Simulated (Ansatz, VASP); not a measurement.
## Y: VASP beside Ansatz

INCAR

```
PREC = Accurate
ENCUT = 520
EDIFF = 1E-6
ISMEAR = -1
SIGMA = 0.05
LREAL = F
LASPH = T
NELM = 100
ALGO = Fast
ISIF = 2
LWAVE = F
LCHARG = F
GGA = PS
NBANDS = 30
```

KPOINTS

```
Automatic mesh
0
Gamma
  8 8 3
```

The input POSCAR:

```
Y
1.0
    3.5933145359      0.0000000000      0.0000000000
   -1.7966572680      3.1119016719      0.0000000000
    0.0000000000      0.0000000000     11.6840549116
Y
4
Direct
    0.6666666667      0.3333333333      0.7500000000
    0.0000000000      0.0000000000      0.5000000000
    0.3333333333      0.6666666667      0.2500000000
    0.0000000000      0.0000000000      0.0000000000
```

input.yaml

```yaml
crystal:
  lattice:
    - [3.5933145359, 0.0, 0.0]
    - [-1.796657268, 3.1119016719, 0.0]
    - [0.0, 0.0, 11.6840549116]
  atoms:
    - { symbol: "Y", position: [0.6666666667, 0.3333333333, 0.75] }
    - { symbol: "Y", position: [0.0, 0.0, 0.5] }
    - { symbol: "Y", position: [0.3333333333, 0.6666666667, 0.25] }
    - { symbol: "Y", position: [0.0, 0.0, 0.0] }
hamiltonian:
  xc: pbesol
  pseudopotentials: { kind: paw }
kpoints:
  mp_grid: { grid: [8, 8, 3] }
scf:
  occupations: { method: fermi_dirac, width: 0.05 }
output:
  forces: true
  stress: true
  eigenvalues: true
  write_density: true
  write_potential: true
  elf: true
  volumetric_format: npy
```

Alike in both runs: task single point; functional PBEsol; k mesh 8 × 8 × 3; occupations fermi-dirac, width 0.05 eV; no spin polarisation.

|  | VASP | Ansatz |
| --- | --- | --- |
| version | VASP 6.6.1 | Ansatz 0.2.0 |
| potentials or method | VASP PAW PBE potentials, release 64 (Y_sv) | Ansatz PAW |
| plane-wave cutoff (eV) | 520 | 420 |
| valence electrons in the cell | 44 | 44 |

Ansatz gave:

```
gap on the k mesh at the Fermi level (eV)                     : none
pressure (GPa)                                                : -2.2
traceless stress, the component that is largest in VASP (GPa) : -0.35
```

Task: What did VASP give for the same quantities?

Result: gap on the k mesh at the Fermi level (eV): none; pressure (GPa): -2.3; traceless stress, the component that is largest in VASP (GPa): -0.34.

VASP's potentials were made for PBE, not for PBEsol. A gap of «none» marks a metal or a gap that the smearing closes.
